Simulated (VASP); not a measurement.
AlCu, 2 atoms in the cell. Symmetry: Pm-3m, No. 221, cubic system. Conventional cell: a = 2.961 Å, b = 2.961 Å, c = 2.961 Å, α = 90.00°, β = 90.00°, γ = 90.00°. Al (site symmetry m-3m) has 8 Cu at 2.56 Å and 6 Al at 2.96 Å within 3.4 Å. Cu (site symmetry m-3m) has 8 Al at 2.56 Å and 6 Cu at 2.96 Å within 3.4 Å. 

| Item | Value |
| --- | --- |
| Program | VASP 6.6.1 |
| Task | single point |
| Functional | r2SCAN |
| Potentials or basis | VASP PAW PBE potentials, release 64 (Al, Cu) |
| Cutoff | 520 eV |
| k mesh | 7 × 7 × 7 |
| Occupations | fermi-dirac, width 0.1 eV |
| Spin | no spin polarisation |
| Dipole correction | no |
| Further INCAR settings | ALGO = Normal; EDIFF = 1e-06; NBANDS = 14 |

Potentials or basis: VASP PAW PBE potentials, release 64 (Al, Cu).

Run with:

```console
$ cat potpaw_PBE.64/Al/POTCAR potpaw_PBE.64/Cu/POTCAR > POTCAR
$ cp INCAR.step1 INCAR
$ mpirun -np 1 vasp_std > vasp.out
$ cp INCAR.step2 INCAR
$ mpirun -np 1 vasp_std > vasp.out
```

Hardware: 1 thread of Intel(R) Xeon(R) Platinum 8488C (Sapphire Rapids), with other jobs on the host.

How long does it take, and how much memory?

Wall time 21 s on 1 thread of Intel(R) Xeon(R) Platinum 8488C (Sapphire Rapids) (shared host), peak memory 0.14 GiB. Counts: k points 20.
